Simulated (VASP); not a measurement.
# Ge: single point with PBEsol

**Measured values to compare with.**

“Electronic and optical properties of SixGe1-x-ySny alloys lattice-matched to Ge”, 2021, arxiv:2109.02782 reports, for a bulk crystal of Ge at 300 K: band gap 0.807 eV (direct).

Crystal: Ge.

```
CELL_PARAMETERS angstrom
0.00000 2.83728 2.83728
2.83728 0.00000 2.83728
2.83728 2.83728 0.00000
ATOMIC_POSITIONS crystal
Ge 0.00000 0.00000 0.00000
Ge 0.25000 0.25000 0.25000
```

```json
{
 "Program": "VASP 6.6.1",
 "Task": "single point",
 "Functional": "PBEsol",
 "Potentials or basis": "VASP PAW PBE potentials, release 64 (Ge_d)",
 "Cutoff": "520 eV",
 "k mesh": "8 × 8 × 8",
 "Occupations": "fermi-dirac, width 0.02 eV",
 "Spin": "no spin polarisation"
}
```

- Pressure: 0.0 GPa
- Band gap on the k mesh: zero (filled and empty bands touch)

Levels at points of the mesh, in eV from the Fermi level:
```
           k point  band 12  band 13  band 14  band 15  band 16  band 17
(0.00, 0.00, 0.00)    -0.10    -0.01    -0.01    -0.01     2.51     2.51
(0.50, 0.00, 0.00)    -7.60    -1.41    -1.41     0.08     3.69     3.69
(0.50, 0.50, 0.00)    -8.88    -3.07    -3.07     0.66     0.66     9.40
```

It took 17 s on 1 thread of Intel(R) Xeon(R) 6975P-C (Granite Rapids) (shared host), peak memory 0.17 GiB.

Measured gap of Ge: 0.807 eV (direct; 300 K; “Electronic and optical properties of SixGe1-x-ySny alloys lattice-matched to Ge”, 2021, arxiv:2109.02782). This calculation gives 0.00 eV (-0.81 eV). 3 values of this kind are on record (0.666 to 0.807 eV); this one was drawn at random among those near their median. Spin-orbit coupling on Ge is left out. The value is that of PBEsol on a finite k mesh, which can miss the band edges, without temperature or zero-point motion. Semilocal functionals fall short of measured gaps as a rule.

Caveat: semilocal functionals underestimate gaps, and a narrow one can read as zero; the PAW data sets were made with another functional, which shifts forces and pressure a little.
